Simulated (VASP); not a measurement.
# TiC (Fm-3m) in VASP: notebook

The runs below take TiC through single point, with PBE.

All numbers are computed with VASP 6.6.1; they aren't measurements. Logs are shortened: lines on timing, memory, paths and dates and some standing lists are left out, and cuts for length are marked.

### Step 1. The cell of the first run

It takes space group Fm-3m (No. 225, cubic). The conventional cell has a = 4.319 Å, b = 4.319 Å, c = 4.319 Å, α = 90.00°, β = 90.00°, γ = 90.00°. Ti (site symmetry m-3m) has 6 C at 2.16 Å within 2.9 Å. C (site symmetry m-3m) has 6 Ti at 2.16 Å within 2.9 Å.

### Step 2. Single point, PBE

INCAR reads:

```
SYSTEM = TiC
  PREC = Accurate
  ENCUT = 600
  EDIFF = 1E-6
  ISMEAR = -1
  SIGMA = 0.05
  LREAL = .FALSE.
  LASPH = .TRUE.
  NELM = 120
  ALGO = Normal
  ISIF = 2
  LWAVE = .FALSE.
  LCHARG = .FALSE.
  GGA = PE
  NBANDS = 15
  GGA_COMPAT = .FALSE.
```

KPOINTS reads:

```
Automatic mesh
0
G
  9 9 9
  0 0 0
```

POSCAR reads:

```
TiC
1.0
    0.0000000000      2.1593000000      2.1593000000
    2.1593000000      0.0000000000      2.1593000000
    2.1593000000      2.1593000000      0.0000000000
Ti C
1 1
Direct
    0.0000000000      0.0000000000      0.0000000000
    0.5000000000      0.5000000000      0.5000000000
```

Potentials or basis: VASP PAW PBE potentials, release 64 (Ti_sv, C).

Command:

```console
cat potpaw_PBE.64/Ti_sv/POTCAR potpaw_PBE.64/C/POTCAR > POTCAR
mpirun -np 1 vasp_std > vasp.out
```

OUTCAR:

```text
SYSTEM = TiC
   PREC = Accurate
   ENCUT = 600
   EDIFF = 1E-6
   ISMEAR = -1
   LREAL = .FALSE.
   LASPH = .TRUE.
   NELM = 120
   ISIF = 2
   GGA = PE

 ion  position               nearest neighbor table
   1  0.000  0.000  0.000-   2 2.16   2 2.16   2 2.16   2 2.16   2 2.16   2 2.16
   2  0.500  0.500  0.500-   1 2.16   1 2.16   1 2.16   1 2.16   1 2.16   1 2.16

  LATTYP: Found a face centered cubic cell.
 ALAT       =     4.3186000000

  Lattice vectors:

 A1 = (   0.0000000000,   2.1593000000,   2.1593000000)
 A2 = (   2.1593000000,   0.0000000000,   2.1593000000)
 A3 = (   2.1593000000,   2.1593000000,   0.0000000000)

Analysis of symmetry for initial positions (statically):
=====================================================================
 Subroutine PRICEL returns:
 Original cell was already a primitive cell.

 Routine SETGRP: Setting up the symmetry group for a
 face centered cubic supercell.

 Subroutine GETGRP returns: Found 48 space group operations
 (whereof 48 operations were pure point group operations)
 out of a pool of 48 trial point group operations.

The static configuration has the point symmetry O_h .

Analysis of symmetry for dynamics (positions and initial velocities):
=====================================================================
 Subroutine PRICEL returns:
 Original cell was already a primitive cell.

 Routine SETGRP: Setting up the symmetry group for a
 face centered cubic supercell.

 Subroutine GETGRP returns: Found 48 space group operations
 (whereof 48 operations were pure point group operations)
 out of a pool of 48 trial point group operations.

The dynamic configuration has the point symmetry O_h .

 Subroutine INISYM returns: Found 48 space group operations
 (whereof 48 operations are pure point group operations),
 and found     1 'primitive' translations

----------------------------------------------------------------------------------------

                                     Primitive cell

  volume of cell :      20.1358

  direct lattice vectors                    reciprocal lattice vectors
     0.000000000  2.159300000  2.159300000    -0.231556523  0.231556523  0.231556523
     2.159300000  0.000000000  2.159300000     0.231556523 -0.231556523  0.231556523
     2.159300000  2.159300000  0.000000000     0.231556523  0.231556523 -0.231556523

  length of vectors
     3.053711345  3.053711345  3.053711345     0.401067663  0.401067663  0.401067663

  position of ions in fractional coordinates (direct lattice)
[... 83 lines left out ...]
   IBRION =     -1    ionic relax: 0-MD 1-quasi-New 2-CG
   NFREE  =      0    steps in history (QN), initial steepest desc. (CG)
   ISIF   =      2    stress and relaxation
   ISYM   =      2    0-nonsym 1-usesym 2-fastsym
   POTIM  = 0.5000    time-step for ionic-motion
   TEBEG  =    0.0;   TEEND  =   0.0 temperature during run
   PSTRESS=    0.0 pullay stress
   NELECT =      16.0000    total number of electrons
   NUPDOWN=      -1.0000    fix difference up-down
   EMIN   =  10.00;   EMAX   =-10.00  energy-range for DOS
   EFERMI =   0.00;   METHOD = LEGACY
   ISMEAR =    -1;   SIGMA  =   0.05  broadening in eV -4-tet -1-fermi 0-gaus
   EFERMI_NEDOS =   21; number of points for ismear=-14 and -15
   IALGO  =     38    algorithm
   IMIX   =      4    mixing-type and parameters
     AMIX     =   0.40;   BMIX     =  1.00
     AMIX_MAG =   1.60;   BMIX_MAG =  1.00
  volume/ion in A,a.u.               =      10.07        67.94
  Fermi-wavevector in a.u.,A,eV,Ry     =   1.516323  2.865436 31.283015  2.299237
  Thomas-Fermi vector in A             =   2.625728
   LORBIT       =      0    0 simple, 1 ext, 2 COOP (PROOUT), +10 PAW based schemes
   GGA     = PE    functional components
   LHFCALC =     F    Hartree Fock is set to
   AEXX    =    0.0000 exact exchange contribution
   IVDW    =     0    specifies the selected vdW correction
   LEPSILON=     F    determine dielectric tensor
   LRPA    =     F    only Hartree local field effects (RPA)
 non-spin polarized calculation
  energy-cutoff  :      600.00
  volume of cell :       20.14
 maximum number of plane-waves:       684
   NGX = 13   NGY = 13   NGZ = 13

 number of electron      16.0000002 magnetization

 Free energy of the ion-electron system (eV)
  ---------------------------------------------------
  ext. energy  EPLUGINS =         0.00000000
  ---------------------------------------------------
  free energy    TOTEN  =       -18.70757564 eV

  energy without entropy =      -18.70511532  energy(sigma->0) =      -18.70634548

 E-fermi :   9.5026     XC(G=0): -12.7437

 val. band max:        9.4359536483   @ k =   0.4444   0.4444   0.0000
 cond. band min:       9.5944217811   @ k =   0.1111   0.1111   0.0000
 fundamental gap:      0.1584681328
 Fermi energy:         9.5025653475

 k-point     1 :       0.0000    0.0000    0.0000
  band No.  band energies     occupation
      1     -47.0481      2.00000
      2     -23.0679      2.00000
      3     -23.0679      2.00000
      4     -23.0679      2.00000
      5      -2.9192      2.00000
      6      10.2128      0.00000
      7      10.2128      0.00000
      8      10.2129      0.00000
      9      11.2085      0.00000
     10      11.2085      0.00000
     11      11.2085      0.00000
     12      11.2475      0.00000
     13      11.2475      0.00000
     14      20.1329      0.00000
[... 401 lines left out ...]
      2     -23.5045      2.00000
      3     -23.2359      2.00000
      4     -23.2359      2.00000
      5      -0.6395      2.00000
      6       5.9609      2.00000
      7       7.9317      2.00000
      8       9.4360      1.58242
      9       9.4360      1.58242
     10      12.2215      0.00000
     11      13.1466      0.00000
     12      13.1466      0.00000
     13      15.5492      0.00000
     14      21.4911      0.00000
     15      24.4572      0.00000

 [... further k-points ...]
[... 5 lines left out ...]
  --------------------------------------------------------------------------------------
  -------------------------------------------------------------------------------------
  Total        0.3350226      0.3350226      0.3350226      0.0000000      0.0000000      0.0000000
  in kB       26.6572764     26.6572764     26.6572764      0.0000000      0.0000000      0.0000000
  external PRESSURE =      26.6572764 kB  Pullay stress =       0.0000000 kB

 VOLUME and BASIS-vectors are now :
 -----------------------------------------------------------------------------
  energy-cutoff  :      600.00
  volume of cell :       20.14
      direct lattice vectors                 reciprocal lattice vectors
     0.000000000  2.159300000  2.159300000    -0.231556523  0.231556523  0.231556523
     2.159300000  0.000000000  2.159300000     0.231556523 -0.231556523  0.231556523
     2.159300000  2.159300000  0.000000000     0.231556523  0.231556523 -0.231556523

 POSITION                                       TOTAL-FORCE (eV/Angst)
 -----------------------------------------------------------------------------------
      0.00000      0.00000      0.00000         0.000000      0.000000      0.000000
      2.15930      2.15930      2.15930        -0.000000     -0.000000     -0.000000
 -----------------------------------------------------------------------------------
    total drift:                                0.000000     -0.000000     -0.000000

  FREE ENERGIE OF THE ION-ELECTRON SYSTEM (eV)
  ---------------------------------------------------
  free  energy   TOTEN  =       -18.7075756419 eV

  energy  without entropy=      -18.7051153232  energy(sigma->0) =      -18.70634548
```

OSZICAR:

```text
N       E                     dE             d eps       ncg     rms          rms(c)
DAV:   1     0.125361273772E+03    0.12536E+03   -0.86015E+03  1050   0.142E+03
DAV:   2    -0.162888265757E+02   -0.14165E+03   -0.13337E+03  1106   0.357E+02
DAV:   3    -0.240313800175E+02   -0.77426E+01   -0.76024E+01  1407   0.792E+01
DAV:   4    -0.242913087785E+02   -0.25993E+00   -0.25976E+00  1284   0.131E+01
DAV:   5    -0.242961469480E+02   -0.48382E-02   -0.48380E-02  1381   0.169E+00    0.184E+01
DAV:   6    -0.193111782375E+02    0.49850E+01   -0.11713E+01  1467   0.564E+01    0.686E+00
DAV:   7    -0.187417755914E+02    0.56940E+00   -0.21407E+00  1191   0.207E+01    0.498E+00
DAV:   8    -0.187181829868E+02    0.23593E-01   -0.10571E-01  1162   0.348E+00    0.343E+00
DAV:   9    -0.187115373532E+02    0.66456E-02   -0.95903E-02  1414   0.433E+00    0.776E-01
DAV:  10    -0.187095675004E+02    0.19699E-02   -0.12519E-02  1345   0.149E+00    0.635E-01
DAV:  11    -0.187077165135E+02    0.18510E-02   -0.27847E-03  1218   0.724E-01    0.186E-01
DAV:  12    -0.187075911756E+02    0.12534E-03   -0.31300E-04  1392   0.227E-01    0.465E-02
DAV:  13    -0.187075752124E+02    0.15963E-04   -0.52692E-05  1204   0.655E-02    0.601E-03
DAV:  14    -0.187075756419E+02   -0.42956E-06   -0.14050E-06   995   0.111E-02
   1 F= -.18707576E+02 E0= -.18706345E+02  d E =-.246032E-02
```

Wall time 8.8 s (1 thread of Intel Xeon Platinum 8488C (Sapphire Rapids), shared host); peak memory 0.13 GiB.

What came out:

```
Free energy            : -18.7076 eV
Pressure               : 2.7 GPa
Band gap on the k mesh : zero (band 8 reaches 10.21 eV, above the bottom of band 9 at 9.15 eV)
```

### Step 3. Single point, PBE

INCAR reads:

```
SYSTEM = TiC
PREC     = Accurate       ! precision mode
ENCUT    = 600            ! plane-wave cutoff, eV
EDIFF    = 1E-6           ! SCF threshold, eV
ISMEAR   = -1             ! smearing method
SIGMA    = 0.05           ! smearing width, eV
LREAL    = .FALSE.        ! projectors in reciprocal space
LASPH    = .TRUE.         ! aspherical terms in the spheres
NELM     = 120            ! most SCF steps
ALGO     = Normal         ! electronic algorithm
ISIF     = 2              ! what is computed and relaxed
LWAVE    = .FALSE.        ! write WAVECAR
LCHARG   = .FALSE.        ! write CHGCAR
GGA      = PE             ! functional
NBANDS   = 15             ! bands
GGA_COMPAT= .FALSE.
```

KPOINTS reads:

```
regular mesh
0
G
  11 11 11
  0 0 0
```

POSCAR is that of step 2.

Potentials or basis: VASP PAW PBE potentials, release 64 (Ti_sv, C).

Command:

```console
cat potpaw_PBE.64/Ti_sv/POTCAR potpaw_PBE.64/C/POTCAR > POTCAR
mpirun -np 1 vasp_std > vasp.out
```

OUTCAR:

```text
SYSTEM = TiC
   PREC = Accurate
   ENCUT = 600
   EDIFF = 1E-6
   ISMEAR = -1
   LREAL = .FALSE.
   LASPH = .TRUE.
   NELM = 120
   ISIF = 2
   GGA = PE

 ion  position               nearest neighbor table
   1  0.000  0.000  0.000-   2 2.16   2 2.16   2 2.16   2 2.16   2 2.16   2 2.16
   2  0.500  0.500  0.500-   1 2.16   1 2.16   1 2.16   1 2.16   1 2.16   1 2.16

  LATTYP: Found a face centered cubic cell.
 ALAT       =     4.3186000000

  Lattice vectors:

 A1 = (   0.0000000000,   2.1593000000,   2.1593000000)
 A2 = (   2.1593000000,   0.0000000000,   2.1593000000)
 A3 = (   2.1593000000,   2.1593000000,   0.0000000000)

Analysis of symmetry for initial positions (statically):
=====================================================================
 Subroutine PRICEL returns:
 Original cell was already a primitive cell.

 Routine SETGRP: Setting up the symmetry group for a
 face centered cubic supercell.

 Subroutine GETGRP returns: Found 48 space group operations
 (whereof 48 operations were pure point group operations)
 out of a pool of 48 trial point group operations.

The static configuration has the point symmetry O_h .

Analysis of symmetry for dynamics (positions and initial velocities):
=====================================================================
 Subroutine PRICEL returns:
 Original cell was already a primitive cell.

 Routine SETGRP: Setting up the symmetry group for a
 face centered cubic supercell.

 Subroutine GETGRP returns: Found 48 space group operations
 (whereof 48 operations were pure point group operations)
 out of a pool of 48 trial point group operations.

The dynamic configuration has the point symmetry O_h .

 Subroutine INISYM returns: Found 48 space group operations
 (whereof 48 operations are pure point group operations),
 and found     1 'primitive' translations

----------------------------------------------------------------------------------------

[... 120 lines left out ...]
   IVDW    =     0    specifies the selected vdW correction
   LEPSILON=     F    determine dielectric tensor
   LRPA    =     F    only Hartree local field effects (RPA)
 non-spin polarized calculation
  energy-cutoff  :      600.00
  volume of cell :       20.14
 maximum number of plane-waves:       684
   NGX = 13   NGY = 13   NGZ = 13

 number of electron      16.0000002 magnetization

 Free energy of the ion-electron system (eV)
  ---------------------------------------------------
  ext. energy  EPLUGINS =         0.00000000
  ---------------------------------------------------
  free energy    TOTEN  =       -18.70897310 eV

  energy without entropy =      -18.70660590  energy(sigma->0) =      -18.70778950

 E-fermi :   9.5807     XC(G=0): -12.7441

 val. band max:        9.4512286493   @ k =   0.4545   0.4545   0.0000
 cond. band min:       9.6708359986   @ k =   0.0909   0.0000   0.0000
 fundamental gap:      0.2196073493
 Fermi energy:         9.5807035275

 k-point     1 :       0.0000    0.0000    0.0000
  band No.  band energies     occupation
      1     -47.0482      2.00000
      2     -23.0680      2.00000
      3     -23.0680      2.00000
      4     -23.0680      2.00000
      5      -2.9208      2.00000
      6      10.2126      0.00001
      7      10.2126      0.00001
      8      10.2126      0.00001
      9      11.2059      0.00000
     10      11.2059      0.00000
     11      11.2059      0.00000
     12      11.2474      0.00000
     13      11.2474      0.00000
     14      20.1312      0.00000
[... 401 lines left out ...]
      2     -23.3487      2.00000
      3     -23.1784      2.00000
      4     -23.0882      2.00000
      5      -1.1833      2.00000
      6       6.2496      2.00000
      7       7.3310      2.00000
      8       7.5675      2.00000
      9      11.0765      0.00000
     10      12.1980      0.00000
     11      13.1202      0.00000
     12      13.9293      0.00000
     13      16.8391      0.00000
     14      21.3994      0.00000
     15      23.0796      0.00000

 [... further k-points ...]

------------------------ aborting loop because EDIFF is reached ----------------------------------------

  FORCE on cell =-STRESS in cart. coord.  units (eV):
  Direction    XX          YY          ZZ          XY          YZ          ZX
  --------------------------------------------------------------------------------------
  -------------------------------------------------------------------------------------
  Total        0.3359887      0.3359887      0.3359887      0.0000000      0.0000000     -0.0000000
  in kB       26.7341428     26.7341428     26.7341428      0.0000000      0.0000000     -0.0000000
  external PRESSURE =      26.7341428 kB  Pullay stress =       0.0000000 kB

 VOLUME and BASIS-vectors are now :
 -----------------------------------------------------------------------------
  energy-cutoff  :      600.00
  volume of cell :       20.14
      direct lattice vectors                 reciprocal lattice vectors
     0.000000000  2.159300000  2.159300000    -0.231556523  0.231556523  0.231556523
     2.159300000  0.000000000  2.159300000     0.231556523 -0.231556523  0.231556523
     2.159300000  2.159300000  0.000000000     0.231556523  0.231556523 -0.231556523

 POSITION                                       TOTAL-FORCE (eV/Angst)
 -----------------------------------------------------------------------------------
      0.00000      0.00000      0.00000         0.000000      0.000000      0.000000
      2.15930      2.15930      2.15930         0.000000      0.000000     -0.000000
 -----------------------------------------------------------------------------------
    total drift:                                0.000000     -0.000000     -0.000000

  FREE ENERGIE OF THE ION-ELECTRON SYSTEM (eV)
  ---------------------------------------------------
  free  energy   TOTEN  =       -18.7089731021 eV

  energy  without entropy=      -18.7066059048  energy(sigma->0) =      -18.70778950
```

OSZICAR:

```text
N       E                     dE             d eps       ncg     rms          rms(c)
DAV:   1     0.127565180690E+03    0.12757E+03   -0.88004E+03  1680   0.141E+03
DAV:   2    -0.158572522007E+02   -0.14342E+03   -0.13352E+03  1848   0.355E+02
DAV:   3    -0.240079455969E+02   -0.81507E+01   -0.79979E+01  2182   0.819E+01
DAV:   4    -0.242891409370E+02   -0.28120E+00   -0.28096E+00  2094   0.140E+01
DAV:   5    -0.242965154449E+02   -0.73745E-02   -0.73739E-02  2193   0.198E+00    0.184E+01
DAV:   6    -0.193052423356E+02    0.49913E+01   -0.11748E+01  2356   0.564E+01    0.686E+00
DAV:   7    -0.187422145186E+02    0.56303E+00   -0.21272E+00  1965   0.206E+01    0.496E+00
DAV:   8    -0.187187089403E+02    0.23506E-01   -0.10711E-01  1848   0.350E+00    0.338E+00
DAV:   9    -0.187124613657E+02    0.62476E-02   -0.94129E-02  2253   0.422E+00    0.758E-01
DAV:  10    -0.187108999466E+02    0.15614E-02   -0.11928E-02  2225   0.144E+00    0.628E-01
DAV:  11    -0.187090976178E+02    0.18023E-02   -0.26390E-03  1918   0.719E-01    0.180E-01
DAV:  12    -0.187089841157E+02    0.11350E-03   -0.27925E-04  2236   0.204E-01    0.418E-02
DAV:  13    -0.187089728680E+02    0.11248E-04   -0.44439E-05  1848   0.578E-02    0.628E-03
DAV:  14    -0.187089731021E+02   -0.23405E-06   -0.10602E-06  1584   0.110E-02
   1 F= -.18708973E+02 E0= -.18707790E+02  d E =-.236720E-02
```

Wall time 11 s (1 thread of Intel Xeon Platinum 8488C (Sapphire Rapids), shared host); peak memory 0.15 GiB.

Results:

```yaml
Free_energy: -18.7090 eV
Pressure: 2.7 GPa
Band_gap_on_the_k_mesh: zero (band 8 reaches 10.21 eV, above the bottom of band 9 at 9.11 eV)
```
